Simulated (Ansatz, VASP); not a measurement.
# One calculation of KCl, two programs

Contents of POSCAR:

```
KCl
1.0
    2.8772395212      2.8772395212      0.0000000000
   -2.8772395212      2.8772395212      0.0000000000
    0.0000000000      2.8772395212      2.8772395212
K Cl
1 1
Direct
    0.0000000000      0.0000000000      0.0000000000
    0.5000000000      0.5000000000      0.0000000000
```

File INCAR.step1:

```
SYSTEM = KCl
PREC     = Accurate       ! precision mode
ENCUT    = 520            ! plane-wave cutoff, eV
ISMEAR   = 0              ! smearing method
SIGMA    = 0.01           ! smearing width, eV
LREAL    = .FALSE.        ! projectors in reciprocal space
LASPH    = .TRUE.         ! aspherical terms in the spheres
NELM     = 100            ! most SCF steps
NBANDS   = 15             ! bands
GGA      = PE             ! functional
ALGO     = Normal         ! electronic algorithm
EDIFF    = 1E-4           ! SCF threshold, eV
LWAVE    = .TRUE.         ! write WAVECAR
LCHARG   = .FALSE.        ! write CHGCAR
```

Contents of INCAR.step2:

```
SYSTEM = KCl
PREC     = Accurate       ! precision mode
ENCUT    = 520            ! plane-wave cutoff, eV
EDIFF    = 1E-7           ! SCF threshold, eV
ISMEAR   = 0              ! smearing method
SIGMA    = 0.01           ! smearing width, eV
LREAL    = .FALSE.        ! projectors in reciprocal space
LASPH    = .TRUE.         ! aspherical terms in the spheres
NELM     = 100            ! most SCF steps
ALGO     = Normal         ! electronic algorithm
ISIF     = 2              ! what is computed and relaxed
LWAVE    = .FALSE.        ! write WAVECAR
LCHARG   = .FALSE.        ! write CHGCAR
METAGGA  = R2SCAN         ! meta-GGA
LMIXTAU  = .TRUE.       
NBANDS   = 15             ! bands
ISTART   = 1
```

KPOINTS

```
Automatic mesh
0
G
  6 6 6
  0 0 0
```

Input for Ansatz:

```yaml
crystal:
  lattice:
    - [2.87723952116, 2.87723952116, 0.0]
    - [-2.87723952116, 2.87723952116, 0.0]
    - [0.0, 2.87723952116, 2.87723952116]
  atoms:
    - { symbol: K, position: [0.0, 0.0, 0.0] }
    - { symbol: Cl, position: [0.5, 0.5, 0.0] }
kpoints:
  mp_grid: { grid: [6, 6, 6] }
scf:
  occupations: { method: fixed }
  convergence: { dr2_threshold: 1.0e-10 }
hamiltonian:
  xc: r2scan
  pseudopotentials: { kind: paw }
output:
  forces: true
  stress: true
  eigenstates:
    kpoints:
      - [0.0, 0.0, 0.0]
      - [-0.5, -0.5, -0.5]
      - [-0.5, 0.5, 0.0]
      - [0.0, 0.0, -0.5]
      - [0.0, -0.5, -0.5]
      - [0.0, 0.5, 0.0]
      - [-0.5, 0.0, 0.0]
      - [-0.5, 0.0, -0.5]
  eigenvalues: true
```

Alike in both runs: task single point; functional r2SCAN; k mesh 6 × 6 × 6; no spin polarisation.

|  | VASP | Ansatz |
| --- | --- | --- |
| version | VASP 6.6.1 | Ansatz 0.2.0 |
| potentials or method | VASP PAW PBE potentials, release 64 (K_sv, Cl) | PAW with Ansatz's default frozen-core files, scalar-relativistic |
| plane-wave cutoff (eV) | 520 | 500 |
| occupations | gaussian, width 0.01 eV | fixed |
| valence electrons in the cell | 16 | 16 |

|  | VASP | Ansatz | Ansatz less VASP |
| --- | --- | --- | --- |
| gap on the k mesh at the Fermi level (eV) | 6.60 | 6.59 | -0.016 |
| pressure (GPa) | 10.0 | 10.0 | -0.07 |

VASP's potentials were made for PBE, not for r2SCAN.
